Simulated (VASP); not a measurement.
CO2, 12 atoms in the cell. It takes space group Pa-3 (No. 205, cubic). Conventional cell: a = 5.978 Å, b = 5.978 Å, c = 5.978 Å, α = 90.00°, β = 90.00°, γ = 90.00°. C (site symmetry -3) has 2 O at 1.17 Å within 1.6 Å. Within 1.6 Å of O (site symmetry 3) lie 1 C at 1.17 Å. 

```yaml
Program: VASP 6.6.1
Task: relaxation of cell and atoms
Functional: PBE
Potentials_or_basis: VASP PAW PBE potentials, release 64 (C, O)
Cutoff: 600 eV
k_mesh: 4 × 4 × 4
Occupations: gaussian, width 0.02 eV
Spin: no spin polarisation
Dipole_correction: no
Further_INCAR_settings: ALGO = Normal; EDIFF = 1e-06; IBRION = 2; EDIFFG = -0.005; NSW = 100; ISIF = 3
```

Potentials or basis: VASP PAW PBE potentials, release 64 (C, O).

The run is started by

```console
$ cat potpaw_PBE.64/C/POTCAR potpaw_PBE.64/O/POTCAR > POTCAR
$ mpirun -np 1 vasp_std > vasp.out
```

Hardware: 1 thread of Oxide Virtual Turin-like Processor (shared host).

Q: Estimate the wall time of this run.

A: Wall time 14 min on 1 thread of Oxide Virtual Turin-like Processor, with other jobs on the host, peak memory 0.33 GiB. Counts: scf iterations 101, k points 11, ion steps 13.
